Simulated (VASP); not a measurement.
Input of a VASP 6.6.1 run:

INCAR

```
PREC = Accurate ; ENCUT = 600
EDIFF = 1E-7 ; ISMEAR = -1
SIGMA = 0.1 ; LREAL = F
LASPH = T ; NELM = 80
ALGO = Normal ; ISIF = 4
LWAVE = F ; LCHARG = F
GGA = PE ; IBRION = 2
NSW = 50 ; EDIFFG = -0.005
```

File KPOINTS:

```
Automatic mesh
0
Gamma
  14 14 8
```

File POSCAR:

```
Ge
1.0
    2.6347777258      0.0000000000      0.0000000000
   -1.3173888629      2.2817844439      0.0000000000
    0.0000000000      0.0000000000      4.5097402819
Ge
2
Direct
    0.3333333333      0.6666666667      0.2500000000
    0.6666666667      0.3333333333      0.7500000000
```

Potentials or basis: VASP PAW PBE potentials, release 64 (Ge_d).

Launch:

```console
$ cat potpaw_PBE.64/Ge_d/POTCAR > POTCAR
$ mpirun -np 1 vasp_std > vasp.out
```

(1) What does it give for the band gap on the k mesh?

Answers

(1) zero (bands 14 and 15 overlap by 13.81 eV).
